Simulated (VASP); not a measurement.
# Si3B4 (P6/mmm) in VASP: notebook, part 2 of 2

VASP 6.6.1. Earlier steps stand in the parts before.

## (3) Single point, PBE

This run uses another cell than the first one, of 13.19 Å³/atom.

INCAR

```
PREC = Accurate
ENCUT = 520
EDIFF = 1E-6
ISMEAR = 0
SIGMA = 0.1
LREAL = False
LASPH = True
NELM = 80
ALGO = Normal
ISIF = 2
LWAVE = False
LCHARG = False
GGA = PE
NBANDS = 21
```

KPOINTS

```
regular mesh
0
Gamma
  6 6 4
```

POSCAR

```
Si3B4
1.0
    4.7530658500      0.0000000000      0.0000000000
   -2.3765329300      4.1162757700      0.0000000000
    0.0000000000      0.0000000000      4.7183237200
Si B
3 4
Direct
    0.0000000000      0.5000000000      0.0000000000
    0.5000000000      0.0000000000      0.0000000000
    0.5000000000      0.5000000000      0.0000000000
    0.0000000000      0.0000000000      0.2603348200
    0.0000000000      0.0000000000      0.7396651800
    0.3333333300      0.6666666700      0.5000000000
    0.6666666700      0.3333333300      0.5000000000
```

Potentials or basis: VASP PAW PBE potentials, release 64 (Si, B).

Run with:

```
cat potpaw_PBE.64/Si/POTCAR potpaw_PBE.64/B/POTCAR > POTCAR
mpirun -np 1 vasp_std > vasp.out
```

OUTCAR:

```text
PREC = Accurate
   ENCUT = 520
   EDIFF = 1E-6
   ISMEAR = 0
   LREAL = False
   LASPH = True
   NELM = 80
   ISIF = 2
   GGA = PE

 ion  position               nearest neighbor table
   1  0.000  0.500  0.000-   2 2.38   2 2.38   3 2.38   3 2.38
   2  0.500  0.000  0.000-   1 2.38   1 2.38   3 2.38   3 2.38
   3  0.500  0.500  0.000-   1 2.38   1 2.38   2 2.38   2 2.38
   4  0.000  0.000  0.260-
   5  0.000  0.000  0.740-
   6  0.333  0.667  0.500-
   7  0.667  0.333  0.500-

  LATTYP: Found a hexagonal cell.
 ALAT       =     4.7530658500
 C/A-ratio  =     0.9926905852

  Lattice vectors:

 A1 = (   4.7530658500,   0.0000000000,   0.0000000000)
 A2 = (  -2.3765329300,   4.1162757700,   0.0000000000)
 A3 = (   0.0000000000,   0.0000000000,   4.7183237200)

Analysis of symmetry for initial positions (statically):
=====================================================================
 Subroutine PRICEL returns:
 Original cell was already a primitive cell.

 Routine SETGRP: Setting up the symmetry group for a
 hexagonal supercell.

 Subroutine GETGRP returns: Found 24 space group operations
 (whereof 24 operations were pure point group operations)
 out of a pool of 24 trial point group operations.

The static configuration has the point symmetry D_6h.

Analysis of symmetry for dynamics (positions and initial velocities):
=====================================================================
 Subroutine PRICEL returns:
 Original cell was already a primitive cell.

[... 128 lines left out ...]
   ISMEAR =     0;   SIGMA  =   0.10  broadening in eV -4-tet -1-fermi 0-gaus
   EFERMI_NEDOS =   21; number of points for ismear=-14 and -15
   IALGO  =     38    algorithm
   IMIX   =      4    mixing-type and parameters
     AMIX     =   0.40;   BMIX     =  1.00
     AMIX_MAG =   1.60;   BMIX_MAG =  1.00
  volume/ion in A,a.u.               =      13.19        88.99
  Fermi-wavevector in a.u.,A,eV,Ry     =   1.044856  1.974492 14.853816  1.091725
  Thomas-Fermi vector in A             =   2.179627
   LORBIT       =      0    0 simple, 1 ext, 2 COOP (PROOUT), +10 PAW based schemes
   GGA     = PE    functional components
   LHFCALC =     F    Hartree Fock is set to
   AEXX    =    0.0000 exact exchange contribution
   IVDW    =     0    specifies the selected vdW correction
   LEPSILON=     F    determine dielectric tensor
   LRPA    =     F    only Hartree local field effects (RPA)
 non-spin polarized calculation
 Gauss-broadening in eV      SIGMA  =   0.10
  energy-cutoff  :      520.00
  volume of cell :       92.31
 maximum number of plane-waves:      2519
 NGX is ok and might be reduce to    36
   NGX = 17   NGY = 17   NGZ = 17

 number of electron      23.9999999 magnetization

 Free energy of the ion-electron system (eV)
  ---------------------------------------------------
  ext. energy  EPLUGINS =         0.00000000
  ---------------------------------------------------
  free energy    TOTEN  =       -29.50393169 eV

  energy without entropy =      -29.48885240  energy(sigma->0) =      -29.49639204

 E-fermi :   6.2395     XC(G=0): -10.5759

 val. band max:        6.1963438801   @ k =   0.3333  -0.0000   0.0000
 cond. band min:       6.2704799956   @ k =   0.5000   0.0000   0.0000
 fundamental gap:      0.0741361154
 Fermi energy:         6.2395186361

 k-point     1 :       0.0000    0.0000    0.0000
  band No.  band energies     occupation
      1      -7.3761      2.00000
      2      -0.8250      2.00000
      3      -0.4585      2.00000
      4      -0.2941      2.00000
      5       0.6433      2.00000
      6       1.1310      2.00000
[... 493 lines left out ...]
     20      10.6375      0.00000
     21      10.7902      0.00000

------------------------ aborting loop because EDIFF is reached ----------------------------------------

  FORCE on cell =-STRESS in cart. coord.  units (eV):
  Direction    XX          YY          ZZ          XY          YZ          ZX
  --------------------------------------------------------------------------------------
  -------------------------------------------------------------------------------------
  Total       -2.0599557     -2.0599557    -19.4229440      0.0000000      0.0000000      0.0000000
  in kB      -35.7521723    -35.7521723   -337.1006676      0.0000000      0.0000000      0.0000000
  external PRESSURE =    -136.2016707 kB  Pullay stress =       0.0000000 kB

 VOLUME and BASIS-vectors are now :
 -----------------------------------------------------------------------------
  energy-cutoff  :      520.00
  volume of cell :       92.31
      direct lattice vectors                 reciprocal lattice vectors
     4.753065850  0.000000000  0.000000000     0.210390521  0.121469024  0.000000000
    -2.376532930  4.116275770  0.000000000     0.000000000  0.242938048  0.000000000
     0.000000000  0.000000000  4.718323720     0.000000000  0.000000000  0.211939676

 POSITION                                       TOTAL-FORCE (eV/Angst)
 -----------------------------------------------------------------------------------
     -1.18827      2.05814      0.00000        -0.000000      0.000000      0.000000
      2.37653      0.00000      0.00000        -0.000000      0.000000      0.000000
      1.18827      2.05814      0.00000        -0.000000      0.000000      0.000000
      0.00000      0.00000      1.22834        -0.000000     -0.000000      0.729523
      0.00000      0.00000      3.48998        -0.000000      0.000000     -0.729523
     -0.00000      2.74418      2.35916        -0.000000      0.000000     -0.000000
      2.37653      1.37209      2.35916         0.000000      0.000000      0.000000
 -----------------------------------------------------------------------------------
    total drift:                                0.000000      0.000000     -0.000000

  FREE ENERGIE OF THE ION-ELECTRON SYSTEM (eV)
  ---------------------------------------------------
  free  energy   TOTEN  =       -29.5039316877 eV

  energy  without entropy=      -29.4888523958  energy(sigma->0) =      -29.49639204
```

Wall time 30 s (1 thread of Intel Xeon Platinum 8375C at 2.90GHz (Ice Lake), shared host); peak memory 0.2 GiB.

Results:

- Free energy: -29.5039 eV
- Pressure: -13.6 GPa
- Largest force: 0.730 eV/Å
- Band gap on the k mesh: zero (bands 12 and 13 overlap by 2.78 eV)

Forces on the atoms (eV/Å):
```
Si   0.000  0.000  0.000
Si   0.000  0.000  0.000
Si   0.000  0.000  0.000
B    0.000  0.000  0.730
B    0.000  0.000 -0.730
B    0.000  0.000  0.000
B    0.000  0.000  0.000
```

Caveat: the stress differs along the axes, from -34 to -4 GPa.

## (4) Relaxation of cell and atoms, PBE

This run uses another cell than the first one, of 13.19 Å³/atom.

INCAR

```
SYSTEM = Si3B4
  PREC = Accurate
  ENCUT = 600
  EDIFF = 1E-6
  ISMEAR = 0
  SIGMA = 0.1
  LREAL = .FALSE.
  LASPH = .TRUE.
  NELM = 60
  ALGO = Normal
  ISIF = 3
  LWAVE = .FALSE.
  LCHARG = .FALSE.
  GGA = PE
  IBRION = 2
  NSW = 90
  EDIFFG = -0.04
```

KPOINTS

```
regular mesh
0
G
  6 6 4
  0 0 0
```

POSCAR is that of step 3.

Run with:

```
cat potpaw_PBE.64/Si/POTCAR potpaw_PBE.64/B/POTCAR > POTCAR
mpirun -np 1 vasp_std > vasp.out
```

Run time: 6.4 min. Hardware: 1 thread of Intel Xeon Platinum 8375C at 2.90GHz (Ice Lake), shared host; peak memory 0.25 GiB.

The run converged. Its results:

```
Free energy                           : -37.4807 eV
Relaxed volume                        : 10.66 Å³/atom
Relaxed cell                          : a = 5.280 Å, b = 5.280 Å, c = 3.091 Å, α = 90.00°, β = 90.00°, γ = 120.00°
Space group after relaxing (to 0.1 Å) : P6/mmm (No. 191)
Energy gained by relaxing             : 1139.4 meV/atom
Ionic steps                           : 19
Pressure after relaxing               : 0.0 GPa
Largest force after relaxing          : 0.020 eV/Å
Band gap on the k mesh                : zero (bands 12 and 13 overlap by 2.62 eV)
```

Forces on the atoms (eV/Å):
```
Si   0.000  0.000  0.000
Si   0.000  0.000  0.000
Si   0.000  0.000  0.000
B    0.000  0.000 -0.020
B    0.000  0.000  0.020
B    0.000  0.000  0.000
B    0.000  0.000  0.000
```

Stress tensor (GPa, compression positive):
```
 0.18  0.00  0.00
 0.00  0.18  0.00
 0.00  0.00 -0.44
```

Step by step:
| step | energy change (eV) | largest force (eV/Å) | pressure (GPa) | volume (Å³) |
| --- | --- | --- | --- | --- |
| 1 | 0.0000 | 0.7291 | -13.62 | 92.31 |
| 2 | -2.4521 | 0.3638 | -6.38 | 77.70 |
| 3 | -3.4856 | 1.4493 | 4.13 | 69.82 |
| 4 | -2.8729 | 15.2325 | 72.25 | 54.73 |
| 5 | -4.1374 | 3.1916 | 12.11 | 65.91 |
| 6 | -4.3288 | 7.3653 | 34.28 | 60.26 |
| 7 | -4.3768 | 5.2140 | 23.12 | 62.80 |
| 8 | -5.2335 | 5.8297 | 30.63 | 60.87 |
| 9 | -3.3658 | 1.9800 | 88.98 | 54.28 |
| 10 | -5.5812 | 6.9184 | 42.49 | 59.09 |
| 11 | -6.7107 | 0.0755 | 33.09 | 61.29 |
| 12 | -6.8379 | 4.5183 | 30.22 | 62.54 |
| 13 | -7.4760 | 3.0077 | 18.05 | 66.28 |
| 14 | -7.9621 | 0.7132 | 2.01 | 73.34 |
| 15 | -7.9741 | 0.3719 | 0.00 | 74.55 |
| 16 | -7.9745 | 0.2949 | -0.45 | 74.83 |
| 17 | -7.9758 | 0.0588 | -0.12 | 74.67 |
| 18 | -7.9758 | 0.0437 | -0.13 | 74.67 |
| 19 | -7.9760 | 0.0203 | -0.03 | 74.64 |

Final structure:
```
Si B
1.0
     5.28040    0.00000    0.00000
    -2.64020    4.57296    0.00000
     0.00000    0.00000    3.09086
Si B
3 4
Direct
  0.00000 0.50000 0.00000
  0.50000 0.00000 0.00000
  0.50000 0.50000 0.00000
  0.00000 0.00000 0.24657
  0.00000 0.00000 0.75343
  0.33333 0.66667 0.50000
  0.66667 0.33333 0.50000
```

Levels at points of the mesh, in eV from the Fermi level:
```
           k point  band 10  band 11  band 12  band 13  band 14  band 15
(0.00, 0.00, 0.00)     0.35     0.81     0.81     2.56     5.21     5.21
(0.50, 0.00, 0.00)    -1.72    -1.48    -0.90     1.20     3.10     4.06
(0.00, 0.00, 0.50)    -4.14    -3.86    -3.86    -1.82    -1.82     3.61
(0.50, 0.00, 0.50)    -1.54    -1.10    -0.04     0.69     0.84     1.06
```

Caveat: the volume moved by over 15 % at a fixed basis, so the end points are rough.

## (5) Overview

| task | cell | cutoff (eV) | gap on the mesh (eV) | pressure (GPa) | largest force (eV/Å) |
| --- | --- | --- | --- | --- | --- |
| single point | a = 5.285, b = 5.285, c = 3.089 Å, angles 90.0, 90.0, 120.0°, 7 atoms, atomic positions A | 520 | none | -0.1 | - |
| single point | a = 4.753, b = 4.753, c = 4.718 Å, angles 90.0, 90.0, 120.0°, 7 atoms, atomic positions B | 520 | none | -13.6 | 0.73 |
| relaxation of cell and atoms | relaxed from a = 4.753, b = 4.753, c = 4.718 Å, angles 90.0, 90.0, 120.0°, 7 atoms, atomic positions B | 600 | none | 0.0 | 0.02 |

Alike in all rows: level PBE; potentials or basis VASP PAW PBE potentials, release 64 (Si, B); no spin polarisation; k mesh 6 × 6 × 4; smearing gaussian 0.1 eV.

Caveats: some runs use coarse meshes; the stress differs along the axes, from -34 to -4 GPa (at least some runs); the volume moved by over 15 % at a fixed basis, so the end points are rough (at least some runs).

Absolute energies hang on the potentials; compare differences alone.

The gap in the log of VASP goes by the Fermi energy; the results here count the filled bands.